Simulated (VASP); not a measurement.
# BP: relaxation of cell and atoms with LDA

BP:

```
B P
1.0
     0.00000    2.26500    2.26500
     2.26500    0.00000    2.26500
     2.26500    2.26500    0.00000
B P
1 1
Direct
  0.00000 0.00000 0.00000
  0.25000 0.25000 0.25000
```

| Property | Result |
| --- | --- |
| Program | VASP 6.6.1 |
| Task | relaxation of cell and atoms |
| Functional | LDA |
| Potentials or basis | VASP PAW LDA potentials, release 64 (B, P) |
| Cutoff | 500 eV |
| k mesh | 4 × 4 × 4 |
| Occupations | gaussian, width 0.01 eV |
| Spin | no spin polarisation |
| Dipole correction | no |
| Further INCAR settings | ALGO = Normal; EDIFF = 1e-07; IBRION = 2; EDIFFG = -0.002; NSW = 80; ISIF = 3 |

| Quantity | Value |
| --- | --- |
| Relaxed volume | 11.38 Å³/atom |
| Relaxed cell | a = 3.181 Å, b = 3.181 Å, c = 3.181 Å, α = 60.00°, β = 60.00°, γ = 60.00° |
| Space group after relaxing (to 0.05 Å) | F-43m (No. 216) |
| Energy gained by relaxing | 2.6 meV/atom |
| Ionic steps | 3 |
| Pressure after relaxing | 0.0 GPa |
| Band gap on the k mesh | 1.22 eV, indirect (least direct gap 3.40 eV) |

Step by step:
```
step  energy change (eV)  largest force (eV/Å)  pressure (GPa)  volume (Å³)
   1              0.0000                0.0000           -3.43        23.24
   2             -0.0020                0.0000            2.82        22.41
   3             -0.0051                0.0000           -0.01        22.77
```

Final structure:
```
B P
1.0
     0.00000    2.24963    2.24963
     2.24963    0.00000    2.24963
     2.24963    2.24963    0.00000
B P
1 1
Direct
  0.00000 0.00000 0.00000
  0.25000 0.25000 0.25000
```

Levels at points of the mesh, in eV from the valence-band top:
| k point | band 2 | band 3 | band 4 | band 5 | band 6 | band 7 |
| --- | --- | --- | --- | --- | --- | --- |
| (0.00, 0.00, 0.00) | 0.00 | 0.00 | 0.00 | 3.40 | 3.40 | 3.40 |
| (0.50, 0.00, 0.00) | -9.21 | -1.78 | -1.78 | 3.92 | 4.67 | 4.67 |
| (0.50, 0.50, 0.00) | -8.63 | -4.21 | -4.21 | 1.22 | 1.50 | 12.23 |

Run time: 6.5 s on 1 thread of Intel Xeon 8259CL (shared host), peak memory 0.12 GiB.

Caveat: the k points lie up to 0.60 Å⁻¹ apart in the final cell. Expect the measured gap to be larger: semilocal functionals such as LDA lack the derivative discontinuity.
